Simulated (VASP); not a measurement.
# Hf in VASP: further runs

The runs below take Hf through single point, with r2SCAN, LDA, PBE.

Program: VASP 6.6.1. These are calculated values, not measurements. Logs are shortened: lines on timing, memory, paths and dates and some standing lists are left out, and cuts for length are marked.

## 1. The cell of the first run

The typed cell holds 2 atoms: a = 3.197 Å, b = 3.197 Å, c = 5.058 Å, α = 90.00°, β = 90.00°, γ = 120.00°.

## 2. Single point, r2SCAN

The input, POSCAR:

```
Hf
1.0
    3.1967000000      0.0000000000      0.0000000000
   -1.5983500000      2.7684234083      0.0000000000
    0.0000000000      0.0000000000      5.0578000000
Hf
2
Direct
    0.6707990000      0.3463000000      0.7545060000
    0.3256540000      0.6728700000      0.2466750000
```

The input, INCAR.step1:

```
SYSTEM = Hf
ALGO = Normal
EDIFF = 1E-4
ENCUT = 520
GGA = PE
ISMEAR = 1
LASPH = .True.
LCHARG = .False.
LREAL = .False.
LWAVE = .True.
NBANDS = 17
NELM = 100
PREC = Accurate
SIGMA = 0.05
```

The input, INCAR.step2:

```
SYSTEM = Hf
ALGO = Normal
EDIFF = 1E-7
ENCUT = 520
ISIF = 2
ISMEAR = 1
ISTART = 1
LASPH = .True.
LCHARG = .False.
LMIXTAU = .True.
LREAL = .False.
LWAVE = .False.
METAGGA = R2SCAN
NBANDS = 17
NELM = 100
PREC = Accurate
SIGMA = 0.05
```

The input, KPOINTS:

```
k-points
0
Gamma
  16 16 9
  0 0 0
```

Potentials or basis: VASP PAW PBE potentials, release 64 (Hf_pv).

Launch:

```console
cat potpaw_PBE.64/Hf_pv/POTCAR > POTCAR
cp INCAR.step1 INCAR
mpirun -np 1 vasp_std > vasp.out
cp INCAR.step2 INCAR
mpirun -np 1 vasp_std > vasp.out
```

OUTCAR:

```text
SYSTEM = Hf
   EDIFF = 1E-7
   ENCUT = 520
   ISIF = 2
   ISMEAR = 1
   ISTART = 1
   LASPH = .True.
   LREAL = .False.
   METAGGA = R2SCAN
   NELM = 100
   PREC = Accurate

 ion  position               nearest neighbor table
   1  0.671  0.346  0.755-   2 3.08   2 3.11   2 3.11   2 3.14   2 3.17   2 3.17
   2  0.326  0.673  0.247-   1 3.08   1 3.11   1 3.11   1 3.14   1 3.17   1 3.17

  LATTYP: Found a hexagonal cell.
 ALAT       =     3.1967000000
 C/A-ratio  =     1.5821941377

  Lattice vectors:

 A1 = (   3.1967000000,   0.0000000000,   0.0000000000)
 A2 = (  -1.5983500000,   2.7684234083,   0.0000000000)
 A3 = (   0.0000000000,   0.0000000000,   5.0578000000)

Analysis of symmetry for initial positions (statically):
=====================================================================
 Subroutine PRICEL returns:
 Original cell was already a primitive cell.

 Routine SETGRP: Setting up the symmetry group for a
 hexagonal supercell.

 Subroutine GETGRP returns: Found  2 space group operations
 (whereof  1 operations were pure point group operations)
 out of a pool of 24 trial point group operations.

The static configuration has the point symmetry C_1 .
 The point group associated with its full space group is S_2 .

Analysis of symmetry for dynamics (positions and initial velocities):
=====================================================================
 Subroutine PRICEL returns:
 Original cell was already a primitive cell.

 Routine SETGRP: Setting up the symmetry group for a
 hexagonal supercell.

 Subroutine GETGRP returns: Found  2 space group operations
 (whereof  1 operations were pure point group operations)
 out of a pool of 24 trial point group operations.

The dynamic configuration has the point symmetry C_1 .
 The point group associated with its full space group is S_2 .

 Subroutine INISYM returns: Found  2 space group operations
 (whereof  1 operations are pure point group operations),
 and found     1 'primitive' translations

----------------------------------------------------------------------------------------

                                     Primitive cell

  volume of cell :      44.7606

  direct lattice vectors                    reciprocal lattice vectors
     3.196700000  0.000000000  0.000000000     0.312822598  0.180608211  0.000000000
    -1.598350000  2.768423408  0.000000000     0.000000000  0.361216423  0.000000000
     0.000000000  0.000000000  5.057800000     0.000000000  0.000000000  0.197714421

  length of vectors
     3.196700000  3.196700000  5.057800000     0.361216423  0.361216423  0.197714421

  position of ions in fractional coordinates (direct lattice)
     0.670799000  0.346300000  0.754506000
     0.325654000  0.672870000  0.246675000

  ion indices of the primitive-cell ions
   primitive index   ion index
                 1           1
                 2           2

----------------------------------------------------------------------------------------

 KPOINTS: k-points

Automatic generation of k-mesh.
 Grid dimensions read from file:
 generate k-points for:   16   16    9

 Generating k-lattice:

  Cartesian coordinates                     Fractional coordinates (reciprocal lattice)
     0.019551412  0.011288013  0.000000000     0.062500000 -0.000000000  0.000000000
     0.000000000  0.022576026  0.000000000     0.000000000  0.062500000  0.000000000
     0.000000000  0.000000000  0.021968269     0.000000000  0.000000000  0.111111111

  Length of vectors
     0.022576026  0.022576026  0.021968269

  Shift w.r.t. Gamma in fractional coordinates (k-lattice)
     0.000000000  0.000000000  0.000000000

 Subroutine IBZKPT returns following result:
 ===========================================

 Found   1154 irreducible k-points:

 Following reciprocal coordinates:
            Coordinates               Weight
  0.000000  0.000000  0.000000      1.000000
  0.062500 -0.000000  0.000000      2.000000
  0.000000  0.062500  0.000000      2.000000
 -0.062500  0.062500  0.000000      2.000000
  0.125000 -0.000000  0.000000      2.000000
  0.000000  0.125000  0.000000      2.000000
[... 16 lines left out ...]
  0.500000 -0.000000  0.000000      1.000000
  0.000000  0.500000  0.000000      1.000000
 [... further k-points ...]
   k-points           NKPTS =   1154   k-points in BZ     NKDIM =   1154   number of bands    NBANDS=     17
   number of dos      NEDOS =    301   number of ions     NIONS =      2
   total plane-waves  NPLWV =  23040
   dimension x,y,z NGX =    24 NGY =   24 NGZ =   40
   dimension x,y,z NGXF=    48 NGYF=   48 NGZF=   80
   ions per type =               2
   NGX,Y,Z   is equivalent  to a cutoff of  12.48, 12.48, 13.15 a.u.
   NGXF,Y,Z  is equivalent  to a cutoff of  24.96, 24.96, 26.30 a.u.
 SYSTEM =  Hf
   PREC   = accura    normal or accurate (medium, high low for compatibility)
   ISTART =      1    job   : 0-new  1-cont  2-samecut
   ICHARG =      0    charge: 1-file 2-atom 10-const
   ISPIN  =      1    spin polarized calculation?
   LNONCOLLINEAR =      F non collinear calculations
   LSORBIT =      F    spin-orbit coupling
   LASPH  =      T    aspherical Exc in radial PAW
   ENCUT  =  520.0 eV  38.22 Ry    6.18 a.u.   5.94  5.94  9.40*2*pi/ulx,y,z
   NELM   =    100;   NELMIN=  2; NELMDL=  0     # of ELM steps
   EDIFF  = 0.1E-06   stopping-criterion for ELM
   LREAL  =      F    real-space projection
   EDIFFG = 0.1E-05   stopping-criterion for IOM
   NSW    =      0    number of steps for IOM
   IBRION =     -1    ionic relax: 0-MD 1-quasi-New 2-CG
   NFREE  =      0    steps in history (QN), initial steepest desc. (CG)
   ISIF   =      2    stress and relaxation
   ISYM   =      2    0-nonsym 1-usesym 2-fastsym
   POTIM  = 0.5000    time-step for ionic-motion
   TEBEG  =    0.0;   TEEND  =   0.0 temperature during run
   PSTRESS=    0.0 pullay stress
   NELECT =      20.0000    total number of electrons
   NUPDOWN=      -1.0000    fix difference up-down
   EMIN   =  10.00;   EMAX   =-10.00  energy-range for DOS
   EFERMI =   0.00;   METHOD = LEGACY
   ISMEAR =     1;   SIGMA  =   0.05  broadening in eV -4-tet -1-fermi 0-gaus
   EFERMI_NEDOS =   21; number of points for ismear=-14 and -15
   IALGO  =     38    algorithm
   IMIX   =      4    mixing-type and parameters
     AMIX     =   0.40;   BMIX     =  1.00
     AMIX_MAG =   1.60;   BMIX_MAG =  1.00
  volume/ion in A,a.u.               =      22.38       151.03
  Fermi-wavevector in a.u.,A,eV,Ry     =   1.251563  2.365112 21.312311  1.566411
  Thomas-Fermi vector in A             =   2.385505
   LORBIT       =      0    0 simple, 1 ext, 2 COOP (PROOUT), +10 PAW based schemes
   METAGGA = R2SCAN    functional components
   LHFCALC =     F    Hartree Fock is set to
   AEXX    =    0.0000 exact exchange contribution
   IVDW    =     0    specifies the selected vdW correction
   LEPSILON=     F    determine dielectric tensor
   LRPA    =     F    only Hartree local field effects (RPA)
 non-spin polarized calculation
 Methfessel and Paxton  Order N= 1 SIGMA  =   0.05
  energy-cutoff  :      520.00
  volume of cell :       44.76
 maximum number of plane-waves:      1222
   NGX = 11   NGY = 11   NGZ = 19

 number of electron      19.9999999 magnetization

 Free energy of the ion-electron system (eV)
  ---------------------------------------------------
  ext. energy  EPLUGINS =         0.00000000
  ---------------------------------------------------
  free energy    TOTEN  =       -90.29959511 eV

  energy without entropy =      -90.29966749  energy(sigma->0) =      -90.29961924

 E-fermi :   4.8427     XC(G=0): -12.1510

 val. band max:        4.8424300274   @ k =   0.0000  -0.1875   0.2222
 cond. band min:       4.8460598792   @ k =   0.1875   0.3750  -0.4444
 fundamental gap:      0.0036298519
 Fermi energy:         4.8426772498

 k-point     1 :       0.0000    0.0000    0.0000
  band No.  band energies     occupation
      1     -27.4222      2.00000
      2     -26.6592      2.00000
      3     -26.6500      2.00000
      4     -26.5298      2.00000
      5     -26.5267      2.00000
      6     -26.5204      2.00000
[... 9 lines left out ...]
     16       7.8526      0.00000
     17      10.3777      0.00000

 k-point     2 :       0.0625   -0.0000    0.0000
  band No.  band energies     occupation
      1     -27.4115      2.00000
      2     -26.6816      2.00000
      3     -26.6578      2.00000
      4     -26.5444      2.00000
      5     -26.5324      2.00000
      6     -26.5314      2.00000
[... 9 lines left out ...]
     16       7.7243      0.00000
     17      10.4870      0.00000

 k-point     3 :       0.0000    0.0625    0.0000
  band No.  band energies     occupation
      1     -27.4118      2.00000
      2     -26.6759      2.00000
      3     -26.6634      2.00000
      4     -26.5519      2.00000
      5     -26.5311      2.00000
      6     -26.5248      2.00000
[... 9 lines left out ...]
     16       7.6887      0.00000
     17      10.5908      0.00000

 k-point     4 :      -0.0625    0.0625    0.0000
  band No.  band energies     occupation
      1     -27.4118      2.00000
      2     -26.6766      2.00000
      3     -26.6627      2.00000
      4     -26.5514      2.00000
      5     -26.5311      2.00000
      6     -26.5254      2.00000
[... 9 lines left out ...]
     16       7.6936      0.00000
     17      10.5750      0.00000

 k-point     5 :       0.1250   -0.0000    0.0000
  band No.  band energies     occupation
      1     -27.3800      2.00000
      2     -26.7453      2.00000
      3     -26.6795      2.00000
      4     -26.6115      2.00000
      5     -26.5461      2.00000
      6     -26.5405      2.00000
[... 9 lines left out ...]
     16       7.5010      0.00000
     17      10.7409      0.00000

 k-point     6 :       0.0000    0.1250    0.0000
  band No.  band energies     occupation
      1     -27.3815      2.00000
      2     -26.7395      2.00000
      3     -26.6851      2.00000
      4     -26.6175      2.00000
      5     -26.5445      2.00000
      6     -26.5342      2.00000
[... 9 lines left out ...]
     16       7.5283      0.00000
     17      10.8544      0.00000

 k-point     7 :      -0.1250    0.1250    0.0000
  band No.  band energies     occupation
      1     -27.3813      2.00000
      2     -26.7401      2.00000
      3     -26.6845      2.00000
      4     -26.6169      2.00000
      5     -26.5447      2.00000
      6     -26.5348      2.00000
[... 9 lines left out ...]
     16       7.5267      0.00000
     17      10.8399      0.00000

 k-point     8 :       0.1875    0.0000    0.0000
  band No.  band energies     occupation
      1     -27.3301      2.00000
      2     -26.8405      2.00000
      3     -26.7106      2.00000
      4     -26.7092      2.00000
      5     -26.5711      2.00000
      6     -26.5537      2.00000
[... 9 lines left out ...]
     16       7.9551      0.00000
     17      11.0223      0.00000
[... 203 lines left out ...]
      1     -27.1623      2.00000
      2     -27.1335      2.00000
      3     -27.0100      2.00000
      4     -26.8109      2.00000
      5     -26.6844      2.00000
      6     -26.6005      2.00000
[... 9 lines left out ...]
     16      10.3172      0.00000
     17      11.5798      0.00000

 k-point    20 :       0.4375    0.0000    0.0000
  band No.  band energies     occupation
      1     -27.2228      2.00000
      2     -27.0896      2.00000
      3     -27.0342      2.00000
      4     -26.8271      2.00000
      5     -26.7497      2.00000
      6     -26.6138      2.00000
[... 9 lines left out ...]
     16      11.1016      0.00000
     17      11.6117      0.00000

 k-point    21 :       0.0000    0.4375    0.0000
  band No.  band energies     occupation
      1     -27.2246      2.00000
      2     -27.0982      2.00000
      3     -27.0489      2.00000
      4     -26.8295      2.00000
      5     -26.7218      2.00000
      6     -26.6109      2.00000
[... 9 lines left out ...]
     16      11.0786      0.00000
     17      11.6385      0.00000

 k-point    22 :      -0.4375    0.4375    0.0000
  band No.  band energies     occupation
      1     -27.2244      2.00000
      2     -27.0971      2.00000
      3     -27.0479      2.00000
      4     -26.8292      2.00000
      5     -26.7243      2.00000
      6     -26.6112      2.00000
[... 9 lines left out ...]
     16      11.0807      0.00000
     17      11.6330      0.00000

 k-point    23 :       0.5000   -0.0000    0.0000
  band No.  band energies     occupation
      1     -27.2447      2.00000
      2     -27.1026      2.00000
      3     -27.0124      2.00000
      4     -26.8335      2.00000
      5     -26.7728      2.00000
      6     -26.6175      2.00000
[... 9 lines left out ...]
     16      11.6433      0.00000
     17      12.0753      0.00000

 k-point    24 :       0.0000    0.5000    0.0000
  band No.  band energies     occupation
      1     -27.2468      2.00000
      2     -27.1032      2.00000
      3     -27.0406      2.00000
      4     -26.8358      2.00000
      5     -26.7390      2.00000
      6     -26.6147      2.00000
[... 9 lines left out ...]
     16      11.6608      0.00000
     17      12.0224      0.00000

 [... further k-points ...]
[... 5 lines left out ...]
  --------------------------------------------------------------------------------------
  -------------------------------------------------------------------------------------
  Total       -0.0887137     -0.2069869     -0.2166937      0.0863077      0.0105586      0.0156687
  in kB       -3.1754488     -7.4089624     -7.7564119      3.0893291      0.3779372      0.5608501
  external PRESSURE =      -6.1136077 kB  Pullay stress =       0.0000000 kB

 VOLUME and BASIS-vectors are now :
 -----------------------------------------------------------------------------
  energy-cutoff  :      520.00
  volume of cell :       44.76
      direct lattice vectors                 reciprocal lattice vectors
     3.196700000  0.000000000  0.000000000     0.312822598  0.180608211  0.000000000
    -1.598350000  2.768423408  0.000000000     0.000000000  0.361216423  0.000000000
     0.000000000  0.000000000  5.057800000     0.000000000  0.000000000  0.197714421

 POSITION                                       TOTAL-FORCE (eV/Angst)
 -----------------------------------------------------------------------------------
      1.59083      0.95871      3.81614        -0.076599     -0.052523     -0.111117
     -0.03446      1.86279      1.24763         0.076599      0.052523      0.111117
 -----------------------------------------------------------------------------------
    total drift:                               -0.000002     -0.000001      0.000000

  FREE ENERGIE OF THE ION-ELECTRON SYSTEM (eV)
  ---------------------------------------------------
  free  energy   TOTEN  =       -90.2995951105 eV

  energy  without entropy=      -90.2996674871  energy(sigma->0) =      -90.29961924
```

It took 47 min on 1 thread of Intel Xeon 8259CL, shared host; peak memory 0.77 GiB.

What came out:

```yaml
Free_energy: -90.2996 eV
Pressure: -0.6 GPa
Largest_force: 0.145 eV/Å
Band_gap_on_the_k_mesh: zero (bands 10 and 11 overlap by 1.83 eV)
```

Forces on the atoms (eV/Å):
```
Hf  -0.077 -0.053 -0.111
Hf   0.077  0.053  0.111
```

Stress tensor (GPa, compression positive):
```
-0.32  0.31  0.06
 0.31 -0.74  0.04
 0.06  0.04 -0.78
```

Caveat: the PAW data sets were made with another functional, which shifts forces and pressure a little; spin-orbit coupling is left out, which moves the levels of the heavy elements.

## 3. Single point, LDA

The input, INCAR:

```
SYSTEM = Hf
PREC     = Accurate       ! precision mode
ENCUT    = 500            ! plane-wave cutoff, eV
EDIFF    = 1E-6           ! SCF threshold, eV
ISMEAR   = 0              ! smearing method
SIGMA    = 0.025          ! smearing width, eV
LREAL    = .False.        ! projectors in reciprocal space
LASPH    = .True.         ! aspherical terms in the spheres
NELM     = 120            ! most SCF steps
ALGO     = Normal         ! electronic algorithm
ISIF     = 2              ! what is computed and relaxed
LWAVE    = .False.        ! write WAVECAR
LCHARG   = .True.         ! write CHGCAR
LELF     = .True.         ! ELF
LVHAR    = .True.       
NBANDS   = 17             ! bands
GGA_COMPAT= .False.
```

The input, KPOINTS:

```
Automatic mesh
0
Gamma
  10 10 5
  0 0 0
```

The input, POSCAR:

```
Hf
1.0
    3.1967000000      0.0000000000      0.0000000000
   -1.5983500000      2.7684234083      0.0000000000
    0.0000000000      0.0000000000      5.0578000000
Hf
2
Direct
    0.6666666667      0.3333333333      0.7500000000
    0.3333333333      0.6666666667      0.2500000000
```

Potentials or basis: VASP PAW LDA potentials, release 64 (Hf_pv).

Launch:

```console
cat potpaw_LDA.64/Hf_pv/POTCAR > POTCAR
mpirun -np 1 vasp_std > vasp.out
```

Run time: 11 s. Hardware: 1 thread of Intel Xeon Platinum 8488C (Sapphire Rapids), shared host; peak memory 0.15 GiB.

Results (log left out):

```
Free energy            : -21.3154 eV
Pressure               : -8.0 GPa
Band gap on the k mesh : zero (bands 10 and 11 overlap by 1.44 eV)
```

Stress tensor (GPa, compression positive):
```
-7.73  0.00  0.00
 0.00 -7.73  0.00
 0.00  0.00 -8.40
```

Levels at points of the mesh, in eV from the Fermi level:
| k point | band 8 | band 9 | band 10 | band 11 | band 12 | band 13 |
| --- | --- | --- | --- | --- | --- | --- |
| (0.00, 0.00, 0.00) | -3.67 | 0.83 | 1.15 | 1.15 | 1.42 | 1.96 |
| (0.50, 0.00, 0.00) | -2.72 | -2.19 | -0.67 | 0.75 | 0.90 | 1.69 |

Caveat: the cell stands under tension; spin-orbit coupling is left out, which moves the levels of the heavy elements.

## 4. Single point, PBE

The input, INCAR:

```
  ALGO = Fast
  EDIFF = 1E-6
  ENCUT = 520
  GGA = PE
  ISIF = 2
  ISMEAR = -1
  LASPH = True
  LCHARG = False
  LREAL = False
  LWAVE = False
  NBANDS = 17
  NELM = 80
  PREC = Accurate
  SIGMA = 0.04
```

The input, KPOINTS:

```
k-points
0
Gamma
  4 4 2
```

POSCAR is that of step 3.

Potentials or basis: VASP PAW PBE potentials, release 64 (Hf_pv).

Launch:

```console
cat potpaw_PBE.64/Hf_pv/POTCAR > POTCAR
mpirun -np 1 vasp_std > vasp.out
```

Run time: 17 s. Hardware: 1 thread of Intel Xeon 8259CL, shared host; peak memory 0.15 GiB.

Results (log left out):

```
Free energy            : -19.7869 eV
Pressure               : -0.1 GPa
Band gap on the k mesh : zero (bands 10 and 11 overlap by 1.32 eV)
```

Stress tensor (GPa, compression positive):
```
 0.48  0.00  0.00
 0.00  0.48  0.00
 0.00  0.00 -1.11
```

Levels at points of the mesh, in eV from the Fermi level:
```
           k point  band 8  band 9  band 10  band 11  band 12  band 13
(0.00, 0.00, 0.00)   -3.55    0.78     1.35     1.35     1.61     2.17
(0.50, 0.00, 0.00)   -2.58   -2.08    -0.66     0.94     1.01     1.84
(0.00, 0.00, 0.50)   -5.25    0.29     0.29     1.23     1.23     1.23
(0.50, 0.00, 0.50)   -3.25   -0.83    -0.83     1.33     1.33     2.79
```

Caveat: the k points lie up to 0.62 Å⁻¹ apart, too coarse for converged energies and pressures of a metal; spin-orbit coupling is left out, which moves the levels of the heavy elements.

## 5. The runs side by side

| level | potentials or basis | cell | k mesh | cutoff (eV) | smearing | gap on the mesh (eV) | pressure (GPa) |
| --- | --- | --- | --- | --- | --- | --- | --- |
| r2SCAN | VASP PAW PBE potentials, release 64 (Hf_pv) | as given, atomic positions A | 16 × 16 × 9 | 520 | methfessel-paxton 0.05 eV | none | -0.6 |
| LDA | VASP PAW LDA potentials, release 64 (Hf_pv) | as given, atomic positions B | 10 × 10 × 5 | 500 | gaussian 0.025 eV | none | -8.0 |
| PBE | VASP PAW PBE potentials, release 64 (Hf_pv) | as given, atomic positions B | 4 × 4 × 2 | 520 | fermi-dirac 0.04 eV | none | -0.1 |

Alike in all rows: task single point; no spin polarisation.

Caveats: some runs use coarse meshes; spin-orbit coupling is left out, which moves the levels of the heavy elements; the PAW data sets were made with another functional, which shifts forces and pressure a little (at least some runs); the cell stands under tension (at least some runs).

Total energies depend on the potentials used, so only differences within one code and one set of settings carry meaning.
